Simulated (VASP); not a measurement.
A run of VASP 6.6.1:

Contents of INCAR:

```
SYSTEM = KI
PREC = Accurate ; ENCUT = 520
EDIFF = 1E-6 ; ISMEAR = 0
SIGMA = 0.01 ; LREAL = .FALSE.
LASPH = .TRUE. ; NELM = 80
ALGO = Normal ; ISIF = 2
LWAVE = .FALSE. ; LCHARG = .FALSE.
NBANDS = 15
```

File KPOINTS:

```
regular mesh
0
G
  6 6 6
  0 0 0
```

Contents of POSCAR:

```
KI
1.0
    0.0000000000      3.4114761627      3.3944187819
    3.4114761627      0.0000000000      3.3944187819
    3.4114761627      3.4114761627      0.0000000000
K I
1 1
Direct
    0.0000000000      0.0000000000      0.0000000000
    0.5000000000      0.5000000000      0.5000000000
```

Potentials or basis: VASP PAW LDA potentials, release 64 (K_sv, I).

Launch:

```console
$ cat potpaw_LDA.64/K_sv/POTCAR potpaw_LDA.64/I/POTCAR > POTCAR
$ mpirun -np 1 vasp_std > vasp.out
```

Hardware: 1 thread of Intel(R) Xeon(R) Platinum 8488C (Sapphire Rapids) (shared host).

**Question.** How long does it take, and how much memory?

**Answer.** Wall time 37 s on 1 thread of Intel(R) Xeon(R) Platinum 8488C (Sapphire Rapids), with other jobs on the host, peak memory 0.19 GiB. Counts: scf iterations 12, k points 30.
